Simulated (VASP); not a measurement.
Set up this calculation in VASP 6.6.1, as the native input.

| Item | Value |
| --- | --- |
| Task | single point |
| Functional | PBEsol |
| Dispersion | D3(BJ) |
| Potentials or basis | VASP PAW PBE potentials, release 64 (Sn_d) |
| Cutoff | 520 eV |
| k mesh | 20 × 20 × 20 |
| Occupations | gaussian, width 0.15 eV |
| Spin | no spin polarisation |
| Dipole correction | no |
| Further INCAR settings | ALGO = Fast; EDIFF = 1e-06; NBANDS = 13 |

The structure of Sn lies in POSCAR:

```
Sn
1.0
   -1.6880278518      1.6880278518      2.3868713825
    1.6880278518     -1.6880278518      2.3868713825
    1.6880278518      1.6880278518     -2.3868713825
Sn
1
Direct
    0.0000000000      0.0000000000      0.0000000000
```

This isn't the form of Sn at room conditions, which is tetragonal (white tin).

This cell differs from its parent crystal: ratio of the length along z to the lengths across it x 1.414, volume and fractional coordinates fixed.

The input as run:

INCAR

```
PREC = Accurate
ENCUT = 520
EDIFF = 1E-6
ISMEAR = 0
SIGMA = 0.15
LREAL = False
LASPH = True
NELM = 100
ALGO = Fast
ISIF = 2
LWAVE = False
LCHARG = False
GGA = PS
IVDW = 12
NBANDS = 13
```

KPOINTS

```
regular mesh
0
Gamma
  20 20 20
```

Potentials or basis: VASP PAW PBE potentials, release 64 (Sn_d).

Run with:

```bash
$ cat potpaw_PBE.64/Sn_d/POTCAR > POTCAR
$ mpirun -np 1 vasp_std > vasp.out
```

It gave:

- Pressure: -3.7 GPa
- Band gap on the k mesh: zero (bands 7 and 8 overlap by 9.65 eV)
- Dispersion energy per atom: -0.389 eV

Caveat: the cell stands under tension; the PAW data sets were made with another functional, which shifts forces and pressure a little; spin-orbit coupling is left out, which moves the levels of the heavy elements.

It took 6.4 min on 1 thread of Intel Xeon 8259CL, with other jobs on the host, peak memory 0.34 GiB.
